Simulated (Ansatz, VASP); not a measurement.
# CsSnI3 in VASP and in Ansatz

```xyz
5
Lattice="6.2832 0.0000 0.0000 0.0000 6.2832 0.0000 0.0000 0.0000 6.2832" Properties=species:S:1:pos:R:3 pbc="T T T"
Cs    0.0000    0.0000    0.0000
Sn    3.1416    3.1416    3.1416
I     0.0000    3.1416    3.1416
I     3.1416    0.0000    3.1416
I     3.1416    3.1416    0.0000
```

Alike in both runs: functional PBE; k mesh 6 × 6 × 6; occupations gaussian, width 0.02 eV; no spin polarisation.

Ansatz relaxed the structure, and its values are those at the end. VASP's run is a single point on that final structure, the one shown.

```csv
,VASP,Ansatz
version,VASP 6.6.1,Ansatz 0.2.0
potentials or method,"VASP PAW PBE potentials, release 64 (Cs_sv, Sn_d, I), cutoff 520 eV","scalar-relativistic, plane waves, PAW"
valence electrons in the cell,44,74
```

```tsv
	VASP	Ansatz	Ansatz less VASP
gap on the k mesh at the Fermi level (eV)	0.47	0.48	+0.005
least direct gap on the mesh (eV)	0.47	0.48	+0.005
pressure (GPa)	0.0	0.0	0.00
```

VASP's potentials hold 44 valence electrons a cell and Ansatz's 74, so a difference there can come from the potentials and not from the codes.

Neither program's run includes spin-orbit coupling.
